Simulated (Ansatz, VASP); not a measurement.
# Mg3SnN2: VASP beside Ansatz

```
CELL_PARAMETERS angstrom
5.74875 0.00000 0.00000
-2.87438 4.97857 0.00000
0.00000 0.00000 3.29315
ATOMIC_POSITIONS crystal
Mg 0.50000 0.00000 0.50000
Mg 0.50000 0.50000 0.50000
Mg 0.00000 0.50000 0.50000
Sn 0.00000 0.00000 0.00000
N 0.33333 0.66667 0.00000
N 0.66667 0.33333 0.00000
```

Change from the starting cell: species swapped into the NdB2Rh3 type (P6/mmm, No. 191).

Alike in both runs: task relaxation of cell and atoms; functional PBE; k mesh 6 × 6 × 6; occupations gaussian, width 0.1 eV; no spin polarisation.

|  | VASP | Ansatz |
| --- | --- | --- |
| version | VASP 6.6.1 | Ansatz 0.2.0 |
| potentials or method | VASP PAW PBE potentials, release 64 (Mg, Sn_d, N), cutoff 600 eV | scalar-relativistic, plane waves, PAW |
| valence electrons in the cell | 30 | 54 |

Ansatz gave:

- gap on the k mesh at the Fermi level, each at its own relaxed structure (eV): none
- relaxed volume (Å³/atom): 14.38
- relaxed length of the cell vector where the two differ most in proportion (Å): 3.023

Task: Estimate VASP's values.

Result: gap on the k mesh at the Fermi level, each at its own relaxed structure (eV): none; relaxed volume (Å³/atom): 14.35; relaxed length of the cell vector where the two differ most in proportion (Å): 3.018.

A gap of «none» marks a metal or a gap that the smearing closes. VASP's potentials hold 30 valence electrons a cell and Ansatz's 54, so a difference there can come from the potentials and not from the codes.
